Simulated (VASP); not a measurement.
A run of VASP 6.6.1 is set up as follows.

File INCAR:

```
ALGO = Normal
EDIFF = 1E-7
ENCUT = 520
GGA = PE
ISIF = 2
ISMEAR = 0
LASPH = True
LCHARG = False
LREAL = False
LWAVE = False
NBANDS = 16
NELM = 100
PREC = Accurate
SIGMA = 0.15
```

KPOINTS

```
k-points
0
Gamma
  24 24 24
```

File POSCAR:

```
WC
1.0
    2.9217716510      0.0000000000      0.0000000000
   -1.4608858255      2.5303284738      0.0000000000
    0.0000000000      0.0000000000      2.8470758829
W C
1 1
Direct
    0.0000000000      0.0000000000      0.0000000000
    0.6666666667      0.3333333333      0.5000000000
```

Potentials or basis: VASP PAW PBE potentials, release 64 (W_sv, C).

Command:

```console
$ cat potpaw_PBE.64/W_sv/POTCAR potpaw_PBE.64/C/POTCAR > POTCAR
$ mpirun -np 1 vasp_std > vasp.out
```

Question: What does it give for the pressure?

Answer: 1.1 GPa.

Question: Estimate the band gap on the k mesh.

Answer: Zero (bands 9 and 10 overlap by 1.25 eV).

Caveat: spin-orbit coupling is left out, which moves the levels of the heavy elements.
